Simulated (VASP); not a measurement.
# LiH (Fm-3m) in VASP: a series of runs

LiH is run at these levels: PBE, LDA, r2SCAN; tasks: single point.

Program: VASP 6.6.1. These are calculated values, not measurements. Logs are shortened: lines on timing, memory, paths and dates and some standing lists are left out, and cuts for length are marked.

## (1) The cell of the first run

It takes space group Fm-3m (No. 225, cubic). Conventional cell: a = 4.006 Å, b = 4.006 Å, c = 4.006 Å, α = 90.00°, β = 90.00°, γ = 90.00°. Li (site symmetry m-3m) has 6 H at 2.00 Å within 2.7 Å. H (site symmetry m-3m) has 6 Li at 2.00 Å within 2.7 Å.

## (2) Single point, PBE

Contents of INCAR:

```
ALGO     = Normal         # electronic algorithm
EDIFF    = 1E-7           # SCF threshold, eV
ENCUT    = 520            # plane-wave cutoff, eV
GGA      = PE             # functional
ISIF     = 2              # what is computed and relaxed
ISMEAR   = 0              # smearing method
LASPH    = True           # aspherical terms in the spheres
LCHARG   = False          # write CHGCAR
LREAL    = False          # projectors in reciprocal space
LWAVE    = False          # write WAVECAR
NBANDS   = 9              # bands
NELM     = 80             # most SCF steps
PREC     = Accurate       # precision mode
SIGMA    = 0.01           # smearing width, eV
```

Contents of KPOINTS:

```
k-points
0
Gamma
  6 6 6
```

Contents of POSCAR:

```
LiH
1.0
    0.0000000000      2.0029948929      2.0029948929
    2.0029948929      0.0000000000      2.0029948929
    2.0029948929      2.0029948929      0.0000000000
Li H
1 1
Direct
    0.0000000000      0.0000000000      0.0000000000
    0.5000000000      0.5000000000      0.5000000000
```

Potentials or basis: VASP PAW PBE potentials, release 64 (Li_sv, H).

Launch:

```console
$ cat potpaw_PBE.64/Li_sv/POTCAR potpaw_PBE.64/H/POTCAR > POTCAR
$ mpirun -np 1 vasp_std > vasp.out
```

OUTCAR:

```text
EDIFF = 1E-7
   ENCUT = 520
   GGA = PE
   ISIF = 2
   ISMEAR = 0
   LASPH = True
   LREAL = False
   NELM = 80
   PREC = Accurate

 ion  position               nearest neighbor table
   1  0.000  0.000  0.000-
   2  0.500  0.500  0.500-

  LATTYP: Found a face centered cubic cell.
 ALAT       =     4.0059897858

  Lattice vectors:

 A1 = (   0.0000000000,   2.0029948929,   2.0029948929)
 A2 = (   2.0029948929,   0.0000000000,   2.0029948929)
 A3 = (   2.0029948929,   2.0029948929,   0.0000000000)

Analysis of symmetry for initial positions (statically):
=====================================================================
 Subroutine PRICEL returns:
 Original cell was already a primitive cell.

 Routine SETGRP: Setting up the symmetry group for a
 face centered cubic supercell.

 Subroutine GETGRP returns: Found 48 space group operations
 (whereof 48 operations were pure point group operations)
 out of a pool of 48 trial point group operations.

The static configuration has the point symmetry O_h .

Analysis of symmetry for dynamics (positions and initial velocities):
=====================================================================
 Subroutine PRICEL returns:
 Original cell was already a primitive cell.

 Routine SETGRP: Setting up the symmetry group for a
 face centered cubic supercell.

 Subroutine GETGRP returns: Found 48 space group operations
 (whereof 48 operations were pure point group operations)
 out of a pool of 48 trial point group operations.

The dynamic configuration has the point symmetry O_h .

 Subroutine INISYM returns: Found 48 space group operations
 (whereof 48 operations are pure point group operations),
 and found     1 'primitive' translations

----------------------------------------------------------------------------------------

                                     Primitive cell

  volume of cell :      16.0720

  direct lattice vectors                    reciprocal lattice vectors
     0.000000000  2.002994893  2.002994893    -0.249626198  0.249626198  0.249626198
     2.002994893  0.000000000  2.002994893     0.249626198 -0.249626198  0.249626198
     2.002994893  2.002994893  0.000000000     0.249626198  0.249626198 -0.249626198

  length of vectors
     2.832662543  2.832662543  2.832662543     0.432365258  0.432365258  0.432365258

  position of ions in fractional coordinates (direct lattice)
     0.000000000  0.000000000  0.000000000
     0.500000000  0.500000000  0.500000000

  ion indices of the primitive-cell ions
   primitive index   ion index
                 1           1
                 2           2

----------------------------------------------------------------------------------------

 KPOINTS: k-points

Automatic generation of k-mesh.
 Grid dimensions read from file:
 generate k-points for:    6    6    6

 Generating k-lattice:

  Cartesian coordinates                     Fractional coordinates (reciprocal lattice)
    -0.041604366  0.041604366  0.041604366     0.166666667  0.000000000  0.000000000
     0.041604366 -0.041604366  0.041604366     0.000000000  0.166666667  0.000000000
     0.041604366  0.041604366 -0.041604366     0.000000000  0.000000000  0.166666667

  Length of vectors
     0.072060876  0.072060876  0.072060876

  Shift w.r.t. Gamma in fractional coordinates (k-lattice)
     0.000000000  0.000000000  0.000000000

 Subroutine IBZKPT returns following result:
 ===========================================

 Found     16 irreducible k-points:

 Following reciprocal coordinates:
            Coordinates               Weight
  0.000000  0.000000  0.000000      1.000000
  0.166667  0.000000  0.000000      8.000000
  0.333333  0.000000  0.000000      8.000000
  0.500000  0.000000  0.000000      4.000000
  0.166667  0.166667  0.000000      6.000000
  0.333333  0.166667  0.000000     24.000000
[... 8 lines left out ...]
 -0.333333  0.333333  0.166667     24.000000
 -0.333333  0.500000  0.166667     12.000000
   k-points           NKPTS =     16   k-points in BZ     NKDIM =     16   number of bands    NBANDS=      9
   number of dos      NEDOS =    301   number of ions     NIONS =      2
   total plane-waves  NPLWV =  13824
   dimension x,y,z NGX =    24 NGY =   24 NGZ =   24
   dimension x,y,z NGXF=    48 NGYF=   48 NGZF=   48
   ions per type =               1   1
   NGX,Y,Z   is equivalent  to a cutoff of  14.09, 14.09, 14.09 a.u.
   NGXF,Y,Z  is equivalent  to a cutoff of  28.17, 28.17, 28.17 a.u.
 SYSTEM =  unknown system
   PREC   = accura    normal or accurate (medium, high low for compatibility)
   ISTART =      0    job   : 0-new  1-cont  2-samecut
   ICHARG =      2    charge: 1-file 2-atom 10-const
   ISPIN  =      1    spin polarized calculation?
   LNONCOLLINEAR =      F non collinear calculations
   LSORBIT =      F    spin-orbit coupling
   LASPH  =      T    aspherical Exc in radial PAW
   ENCUT  =  520.0 eV  38.22 Ry    6.18 a.u.   5.27  5.27  5.27*2*pi/ulx,y,z
   NELM   =     80;   NELMIN=  2; NELMDL= -5     # of ELM steps
   EDIFF  = 0.1E-06   stopping-criterion for ELM
   LREAL  =      F    real-space projection
   EDIFFG = 0.1E-05   stopping-criterion for IOM
   NSW    =      0    number of steps for IOM
   IBRION =     -1    ionic relax: 0-MD 1-quasi-New 2-CG
   NFREE  =      0    steps in history (QN), initial steepest desc. (CG)
   ISIF   =      2    stress and relaxation
   ISYM   =      2    0-nonsym 1-usesym 2-fastsym
   POTIM  = 0.5000    time-step for ionic-motion
   TEBEG  =    0.0;   TEEND  =   0.0 temperature during run
   PSTRESS=    0.0 pullay stress
   NELECT =       4.0000    total number of electrons
   NUPDOWN=      -1.0000    fix difference up-down
   EMIN   =  10.00;   EMAX   =-10.00  energy-range for DOS
   EFERMI =   0.00;   METHOD = LEGACY
   ISMEAR =     0;   SIGMA  =   0.01  broadening in eV -4-tet -1-fermi 0-gaus
   EFERMI_NEDOS =   21; number of points for ismear=-14 and -15
   IALGO  =     38    algorithm
   IMIX   =      4    mixing-type and parameters
     AMIX     =   0.40;   BMIX     =  1.00
     AMIX_MAG =   1.60;   BMIX_MAG =  1.00
  volume/ion in A,a.u.               =       8.04        54.23
  Fermi-wavevector in a.u.,A,eV,Ry     =   1.029765  1.945975 14.427848  1.060417
  Thomas-Fermi vector in A             =   2.163830
   LORBIT       =      0    0 simple, 1 ext, 2 COOP (PROOUT), +10 PAW based schemes
   GGA     = PE    functional components
   LHFCALC =     F    Hartree Fock is set to
   AEXX    =    0.0000 exact exchange contribution
   IVDW    =     0    specifies the selected vdW correction
   LEPSILON=     F    determine dielectric tensor
   LRPA    =     F    only Hartree local field effects (RPA)
 non-spin polarized calculation
 Gauss-broadening in eV      SIGMA  =   0.01
  energy-cutoff  :      520.00
  volume of cell :       16.07
 maximum number of plane-waves:       444
 NGX is ok and might be reduce to    24
   NGX = 11   NGY = 11   NGZ = 11

 number of electron       3.9999995 magnetization

 Free energy of the ion-electron system (eV)
  ---------------------------------------------------
  ext. energy  EPLUGINS =         0.00000000
  ---------------------------------------------------
  free energy    TOTEN  =        -6.12606765 eV

  energy without entropy =       -6.12606765  energy(sigma->0) =       -6.12606765

 E-fermi :   0.1511     XC(G=0):  -8.5169

 val. band max:        0.1023857856   @ k =   0.5000   0.5000   0.0000
 cond. band min:       3.0788327306   @ k =   0.5000   0.5000   0.0000
 fundamental gap:      2.9764469450
 Fermi energy:         0.1510957017

 k-point     1 :       0.0000    0.0000    0.0000
  band No.  band energies     occupation
      1     -44.1897      2.00000
      2      -5.3388      2.00000
      3      16.2229      0.00000
      4      18.0109      0.00000
      5      18.0109      0.00000
      6      18.0109      0.00000
      7      22.7306      0.00000
      8      22.7306      0.00000
      9      22.7306      0.00000

 k-point     2 :       0.1667    0.0000    0.0000
  band No.  band energies     occupation
      1     -44.1783      2.00000
      2      -4.8528      2.00000
      3      12.6100      0.00000
      4      16.1504      0.00000
      5      17.1882      0.00000
      6      17.1882      0.00000
      7      22.6193      0.00000
      8      23.9788      0.00000
      9      23.9788      0.00000

 k-point     3 :       0.3333    0.0000    0.0000
  band No.  band energies     occupation
      1     -44.1548      2.00000
      2      -3.5469      2.00000
      3       7.4297      0.00000
      4      14.4263      0.00000
      5      16.5628      0.00000
      6      16.5628      0.00000
      7      20.7106      0.00000
      8      20.7106      0.00000
      9      25.1694      0.00000

 k-point     4 :       0.5000    0.0000    0.0000
  band No.  band energies     occupation
      1     -44.1432      2.00000
      2      -2.5319      2.00000
      3       5.0272      0.00000
      4      13.7804      0.00000
      5      16.6194      0.00000
      6      16.6194      0.00000
      7      19.1971      0.00000
      8      19.1972      0.00000
      9      27.4462      0.00000

 k-point     5 :       0.1667    0.1667    0.0000
  band No.  band energies     occupation
      1     -44.1744      2.00000
      2      -4.6691      2.00000
      3      13.3203      0.00000
      4      14.8142      0.00000
      5      14.8142      0.00000
      6      18.2316      0.00000
      7      18.6456      0.00000
      8      24.8009      0.00000
      9      27.4684      0.00000

 k-point     6 :       0.3333    0.1667    0.0000
  band No.  band energies     occupation
      1     -44.1552      2.00000
      2      -3.5484      2.00000
      3       8.9724      0.00000
      4      12.2681      0.00000
      5      13.6398      0.00000
      6      17.3569      0.00000
      7      20.3010      0.00000
      8      24.5851      0.00000
      9      26.1246      0.00000

 k-point     7 :       0.5000    0.1667    0.0000
  band No.  band energies     occupation
      1     -44.1396      2.00000
      2      -2.1237      2.00000
      3       5.4058      0.00000
      4      10.6400      0.00000
      5      13.9033      0.00000
      6      16.1970      0.00000
      7      23.3769      0.00000
      8      23.5208      0.00000
      9      26.1588      0.00000

 k-point     8 :      -0.3333    0.1667    0.0000
  band No.  band energies     occupation
      1     -44.1434      2.00000
      2      -2.5650      2.00000
      3       6.3602      0.00000
      4      10.2541      0.00000
      5      15.5920      0.00000
      6      15.8423      0.00000
      7      21.9594      0.00000
      8      25.1148      0.00000
      9      26.3428      0.00000

 k-point     9 :      -0.1667    0.1667    0.0000
  band No.  band energies     occupation
      1     -44.1628      2.00000
      2      -4.0519      2.00000
      3      10.8988      0.00000
      4      11.1374      0.00000
      5      16.4070      0.00000
      6      18.1723      0.00000
      7      21.5619      0.00000
      8      23.1789      0.00000
      9      24.8102      0.00000

 k-point    10 :       0.3333    0.3333    0.0000
  band No.  band energies     occupation
      1     -44.1441      2.00000
      2      -2.5734      2.00000
      3       7.4562      0.00000
      4      11.9191      0.00000
      5      11.9191      0.00000
      6      15.1283      0.00000
      7      17.4744      0.00000
      8      30.0523      0.00000
      9      31.9235      0.00000

 k-point    11 :       0.5000    0.3333    0.0000
  band No.  band energies     occupation
      1     -44.1326      2.00000
      2      -0.9872      2.00000
      3       4.8238      0.00000
      4       8.9503      0.00000
      5      11.6789      0.00000
      6      16.4865      0.00000
      7      18.8072      0.00000
      8      29.8054      0.00000
      9      31.3055      0.00000

 k-point    12 :      -0.3333    0.3333    0.0000
  band No.  band energies     occupation
      1     -44.1323      2.00000
      2      -0.9904      2.00000
      3       5.1199      0.00000
      4       7.3883      0.00000
      5      12.9365      0.00000
      6      16.1289      0.00000
      7      24.2028      0.00000
      8      26.7154      0.00000
      9      29.1802      0.00000

 k-point    13 :       0.5000    0.5000    0.0000
  band No.  band energies     occupation
      1     -44.1291      2.00000
      2       0.1024      2.00000
      3       3.0788      0.00000
      4      10.9247      0.00000
      5      10.9247      0.00000
      6      14.0909      0.00000
      7      17.4015      0.00000
      8      34.9197      0.00000
      9      34.9197      0.00000

 k-point    14 :       0.5000    0.3333    0.1667
  band No.  band energies     occupation
      1     -44.1399      2.00000
      2      -2.1568      2.00000
      3       7.2863      0.00000
      4       8.1389      0.00000
      5      13.0079      0.00000
      6      17.3948      0.00000
      7      20.9381      0.00000
      8      25.3124      0.00000
      9      29.2684      0.00000

 k-point    15 :      -0.3333    0.3333    0.1667
  band No.  band energies     occupation
      1     -44.1323      2.00000
      2      -0.9978      2.00000
      3       5.2808      0.00000
      4       7.1834      0.00000
      5      12.5974      0.00000
      6      17.0595      0.00000
      7      23.9872      0.00000
      8      25.7608      0.00000
      9      27.7003      0.00000

 k-point    16 :      -0.3333    0.5000    0.1667
  band No.  band energies     occupation
      1     -44.1288      2.00000
      2      -0.0736      2.00000
      3       4.0998      0.00000
      4       7.1232      0.00000
      5      11.6659      0.00000
      6      17.6490      0.00000
      7      19.9404      0.00000
      8      29.0316      0.00000
      9      29.2555      0.00000

------------------------ aborting loop because EDIFF is reached ----------------------------------------

  FORCE on cell =-STRESS in cart. coord.  units (eV):
  Direction    XX          YY          ZZ          XY          YZ          ZX
  --------------------------------------------------------------------------------------
  -------------------------------------------------------------------------------------
  Total       -0.0178912     -0.0178912     -0.0178912      0.0000000     -0.0000000     -0.0000000
  in kB       -1.7835277     -1.7835277     -1.7835277      0.0000000     -0.0000000     -0.0000000
  external PRESSURE =      -1.7835277 kB  Pullay stress =       0.0000000 kB

 VOLUME and BASIS-vectors are now :
 -----------------------------------------------------------------------------
  energy-cutoff  :      520.00
  volume of cell :       16.07
      direct lattice vectors                 reciprocal lattice vectors
     0.000000000  2.002994893  2.002994893    -0.249626198  0.249626198  0.249626198
     2.002994893  0.000000000  2.002994893     0.249626198 -0.249626198  0.249626198
     2.002994893  2.002994893  0.000000000     0.249626198  0.249626198 -0.249626198

 POSITION                                       TOTAL-FORCE (eV/Angst)
 -----------------------------------------------------------------------------------
      0.00000      0.00000      0.00000        -0.000000      0.000000      0.000000
      2.00299      2.00299      2.00299         0.000000     -0.000000     -0.000000
 -----------------------------------------------------------------------------------
    total drift:                                0.000000     -0.000000     -0.000000

  FREE ENERGIE OF THE ION-ELECTRON SYSTEM (eV)
  ---------------------------------------------------
  free  energy   TOTEN  =        -6.1260676450 eV

  energy  without entropy=       -6.1260676450  energy(sigma->0) =       -6.12606765
```

Run time: 4.8 s. Hardware: 1 thread of Intel Xeon 8259CL, shared host; peak memory 0.13 GiB.

What came out:

```
Free energy            : -6.1261 eV
Band gap on the k mesh : 2.98 eV
```

Levels at points of the mesh, in eV from the valence-band top:
```csv
k point,band 1,band 2,band 3,band 4,band 5
"(0.00, 0.00, 0.00)",-44.29,-5.44,16.12,17.91,17.91
"(0.50, 0.00, 0.00)",-44.25,-2.63,4.92,13.68,16.52
"(0.50, 0.50, 0.00)",-44.23,0.00,2.98,10.82,10.82
```

Caveat: the k points lie up to 0.45 Å⁻¹ apart; the cutoff is under 1.25 times the usual one of these potentials, so pressure, stress and relaxed cells hold a basis-set (Pulay) error.

## (3) Single point, PBE

Contents of INCAR:

```
SYSTEM = LiH
PREC = Accurate
ENCUT = 520
EDIFF = 1E-6
ISMEAR = 0
SIGMA = 0.01
LREAL = .FALSE.
LASPH = .TRUE.
NELM = 100
ALGO = Normal
ISIF = 2
LWAVE = .FALSE.
LCHARG = .FALSE.
GGA = PE
NBANDS = 9
```

Contents of KPOINTS:

```
Automatic mesh
0
G
  6 6 6
  0 0 0
```

POSCAR is that of step 2.

Potentials or basis: VASP PAW PBE potentials, release 64 (Li_sv, H).

Launch:

```console
$ cat potpaw_PBE.64/Li_sv/POTCAR potpaw_PBE.64/H/POTCAR > POTCAR
$ mpirun -np 1 vasp_std > vasp.out
```

It took 4.5 s on 1 thread of Intel Xeon 8259CL, shared host; peak memory 0.13 GiB.

The run converged. Its results:

```yaml
Free_energy: -6.1261 eV
Band_gap_on_the_k_mesh: 2.98 eV
```

Levels at points of the mesh, in eV from the valence-band top:
```csv
k point,band 1,band 2,band 3,band 4,band 5,band 6
"(0.00, 0.00, 0.00)",-44.29,-5.44,16.12,17.91,17.91,17.91
"(0.50, 0.00, 0.00)",-44.25,-2.63,4.92,13.68,16.52,16.52
"(0.50, 0.50, 0.00)",-44.23,0.00,2.98,10.82,10.82,13.99
```

Caveat: the k points lie up to 0.45 Å⁻¹ apart; the cutoff is under 1.25 times the usual one of these potentials, so pressure, stress and relaxed cells hold a basis-set (Pulay) error. A k mesh can miss the band edges.

## (4) Single point, LDA

Contents of INCAR:

```
SYSTEM = LiH
PREC = Accurate
ENCUT = 520
EDIFF = 1E-6
ISMEAR = 0
SIGMA = 0.01
LREAL = .False.
LASPH = .True.
NELM = 100
ALGO = Normal
ISIF = 2
LWAVE = .False.
LCHARG = .False.
NBANDS = 9
```

Contents of KPOINTS:

```
Automatic mesh
0
Gamma
  6 6 6
  0 0 0
```

POSCAR is that of step 3.

Potentials or basis: VASP PAW LDA potentials, release 64 (Li_sv, H).

Launch:

```console
$ cat potpaw_LDA.64/Li_sv/POTCAR potpaw_LDA.64/H/POTCAR > POTCAR
$ mpirun -np 1 vasp_std > vasp.out
```

It took 4.1 s on 1 thread of Intel Xeon 8259CL, shared host; peak memory 0.12 GiB.

Results (log left out):

- Free energy: -6.4852 eV
- Band gap on the k mesh: 2.60 eV

Levels at points of the mesh, in eV from the valence-band top:
```
           k point  band 1  band 2  band 3  band 4  band 5
(0.00, 0.00, 0.00)  -43.47   -5.57   16.15   17.42   17.42
(0.50, 0.00, 0.00)  -43.42   -2.77    4.64   13.54   15.99
(0.50, 0.50, 0.00)  -43.40    0.00    2.60   10.40   10.40
```

Caveat: the k points lie up to 0.45 Å⁻¹ apart; the cutoff is under 1.25 times the usual one of these potentials, so pressure, stress and relaxed cells hold a basis-set (Pulay) error. A k mesh can miss the band edges.

(Continued in part 2 of 2.)
